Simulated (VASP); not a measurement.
MgI2, 3 atoms in the cell. The typed cell holds 3 atoms: a = 4.154 Å, b = 4.190 Å, c = 6.863 Å, α = 90.41°, β = 91.14°, γ = 120.85°.  This cell differs from its parent crystal: equal xy, yz and zx shear strains of -2 %.

| Item | Value |
| --- | --- |
| Program | VASP 6.6.1 |
| Task | single point |
| Functional | PBEsol |
| Potentials or basis | VASP PAW PBE potentials, release 64 (Mg, I) |
| Cutoff | 520 eV |
| k mesh | 7 × 7 × 4 |
| Occupations | fermi-dirac, width 0.03 eV |
| Spin | no spin polarisation |
| Dipole correction | no |
| Further INCAR settings | ALGO = Normal; EDIFF = 1e-07; NBANDS = 15 |

Potentials or basis: VASP PAW PBE potentials, release 64 (Mg, I).

Run with:

```console
$ cat potpaw_PBE.64/Mg/POTCAR potpaw_PBE.64/I/POTCAR > POTCAR
$ mpirun -np 1 vasp_std > vasp.out
```

Hardware: 1 thread of Oxide Virtual Turin-like Processor, on a shared host.

Q: How long does it take, and how much memory?

A: Wall time 3.7 min on 1 thread of Oxide Virtual Turin-like Processor, with other jobs on the host, peak memory 0.29 GiB. Counts: scf iterations 13, k points 99.
